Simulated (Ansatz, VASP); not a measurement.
Given: the input of a run of Ansatz 0.2.0 on CdSe.

File input:

```
crystal:
  lattice:
    - [0.0, 2.9117775739, 2.9117775739]
    - [2.9117775739, 0.0, 2.9117775739]
    - [2.9117775739, 2.9117775739, 0.0]
  atoms:
    - { symbol: Cd, position: [0.0, 0.0, 0.0] }
    - { symbol: Se, position: [0.5, 0.5, 0.5] }
hamiltonian:
  xc: hse06
  pseudopotentials: { kind: paw }
kpoints:
  mp_grid: { grid: [6, 6, 6] }
scf:
  occupations: { method: fermi_dirac, width: 0.05 }
output:
  forces: true
  stress: true
  eigenvalues: true
```

Question: Set up the same calculation for VASP 6.6.1. Potentials there: VASP PAW PBE potentials, release 64 (Cd, Se).

Answer: As run (the cutoff follows the program's own potentials):

File POSCAR:

```
CdSe
1.0
    0.0000000000      2.9117775739      2.9117775739
    2.9117775739      0.0000000000      2.9117775739
    2.9117775739      2.9117775739      0.0000000000
Cd Se
1 1
Direct
    0.0000000000      0.0000000000      0.0000000000
    0.5000000000      0.5000000000      0.5000000000
```

File INCAR.step1:

```
SYSTEM = CdSe
PREC     = Accurate       ! precision mode
ENCUT    = 520            ! plane-wave cutoff, eV
EDIFF    = 1E-5           ! SCF threshold, eV
ISMEAR   = -1             ! smearing method
SIGMA    = 0.05           ! smearing width, eV
LREAL    = .FALSE.        ! projectors in reciprocal space
LASPH    = .TRUE.         ! aspherical terms in the spheres
NELM     = 100            ! most SCF steps
ALGO     = Normal         ! electronic algorithm
ISIF     = 2              ! what is computed and relaxed
LWAVE    = .TRUE.         ! write WAVECAR
NBANDS   = 16             ! bands
GGA      = PE             ! functional
```

The input INCAR.step2:

```
SYSTEM = CdSe
PREC     = Accurate       ! precision mode
ENCUT    = 520            ! plane-wave cutoff, eV
EDIFF    = 1E-7           ! SCF threshold, eV
ISMEAR   = -1             ! smearing method
SIGMA    = 0.05           ! smearing width, eV
LREAL    = .FALSE.        ! projectors in reciprocal space
LASPH    = .TRUE.         ! aspherical terms in the spheres
NELM     = 100            ! most SCF steps
ALGO     = Normal         ! electronic algorithm
ISIF     = 2              ! what is computed and relaxed
LWAVE    = .FALSE.        ! write WAVECAR
LCHARG   = .TRUE.         ! write CHGCAR
GGA      = PE             ! functional
LHFCALC  = .TRUE.         ! exact exchange
HFSCREEN = 0.2079         ! screening, 1/A
PRECFOCK = Normal       
LELF     = .TRUE.         ! ELF
LVHAR    = .TRUE.       
NBANDS   = 16             ! bands
ISTART   = 1
```

Contents of KPOINTS:

```
Automatic mesh
0
G
  6 6 6
  0 0 0
```

Potentials or basis: VASP PAW PBE potentials, release 64 (Cd, Se).

Command:

```bash
$ cat potpaw_PBE.64/Cd/POTCAR potpaw_PBE.64/Se/POTCAR > POTCAR
$ cp INCAR.step1 INCAR
$ mpirun -np 1 vasp_std > vasp.out
$ cp INCAR.step2 INCAR
$ mpirun -np 1 vasp_std > vasp.out
```

Both were run:

|  | VASP | Ansatz | Ansatz less VASP |
| --- | --- | --- | --- |
| gap on the k mesh at the Fermi level (eV) | 0.36 | 0.36 | +0.001 |
| least direct gap on the mesh (eV) | 1.33 | 1.36 | +0.022 |
| pressure (GPa) | -3.9 | -4.1 | -0.17 |

VASP's potentials hold 18 valence electrons a cell and Ansatz's 36, so a difference there can come from the potentials and not from the codes.
